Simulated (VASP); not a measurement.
The system is HfC.

```
CELL_PARAMETERS angstrom
0.00000 2.32500 2.32500
2.32500 0.00000 2.32500
2.32500 2.32500 0.00000
ATOMIC_POSITIONS crystal
Hf 0.50000 0.50000 0.50000
C 0.00000 0.00000 0.00000
```

```yaml
Program: VASP 6.6.1
Task: relaxation of cell and atoms
Functional: RPBE
Dispersion: D4
Potentials_or_basis: VASP PAW PBE potentials, release 64 (Hf_pv, C)
Cutoff: 600 eV
k_mesh: 10 × 10 × 10
Occupations: fermi-dirac, width 0.05 eV
Spin: no spin polarisation
```

At the start: pressure -3.9 GPa; volume 12.57 Å³/atom.

**Question.** How do energy, volume and symmetry change on relaxing?

**Answer.** Over 3 steps the energy falls by 2.6 meV/atom and the volume is 12.36 Å³/atom (-1.7 %); space group Fm-3m (No. 225, to 0.05 Å).

Step by step:
| step | energy change (eV) | largest force (eV/Å) | pressure (GPa) | volume (Å³) |
| --- | --- | --- | --- | --- |
| 1 | 0.0000 | 0.0000 | -3.88 | 25.14 |
| 2 | 0.0092 | 0.0000 | 7.00 | 24.05 |
| 3 | -0.0051 | 0.0000 | -0.04 | 24.72 |

Final structure:
```
CELL_PARAMETERS angstrom
0.00000 2.31214 2.31214
2.31214 0.00000 2.31214
2.31214 2.31214 0.00000
ATOMIC_POSITIONS crystal
Hf 0.50000 0.50000 0.50000
C 0.00000 0.00000 0.00000
```

Caveat: the PAW data sets were made with another functional, which shifts forces and pressure a little; pairwise dispersion overbinds metals, which lowers pressure and volume.
